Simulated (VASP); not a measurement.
Crystal: W.

```
W
1.0
     2.55320    0.00000    0.00000
     0.00000    2.55320    0.00000
     0.00000    0.00000    2.55320
W
1
Direct
  0.00000 0.00000 0.00000
```

- Program: VASP 6.6.1
- Task: relaxation of cell and atoms
- Functional: LDA
- Potentials or basis: VASP PAW LDA potentials, release 64 (W_sv)
- Cutoff: 600 eV
- k mesh: 15 × 15 × 15
- Occupations: fermi-dirac, width 0.08 eV
- Spin: no spin polarisation

At the start: pressure 15.0 GPa; volume 16.64 Å³/atom.

**Question.** Where does the relaxation end?

**Answer.** Over 4 steps the energy falls by 42.9 meV/atom and the volume is 17.61 Å³/atom (+5.8 %); space group Pm-3m (No. 221, to 0.05 Å).

The path:
```tsv
step	energy change (eV)	largest force (eV/Å)	pressure (GPa)	volume (Å³)
1	0.0000	0.0000	15.01	16.64
2	0.2652	0.0000	-27.85	20.69
3	-0.0427	0.0000	-0.88	17.67
4	-0.0429	0.0000	-0.04	17.61
```

Final structure:
```
CELL_PARAMETERS angstrom
2.60146 0.00000 0.00000
0.00000 2.60146 0.00000
0.00000 0.00000 2.60146
ATOMIC_POSITIONS crystal
W 0.00000 0.00000 0.00000
```
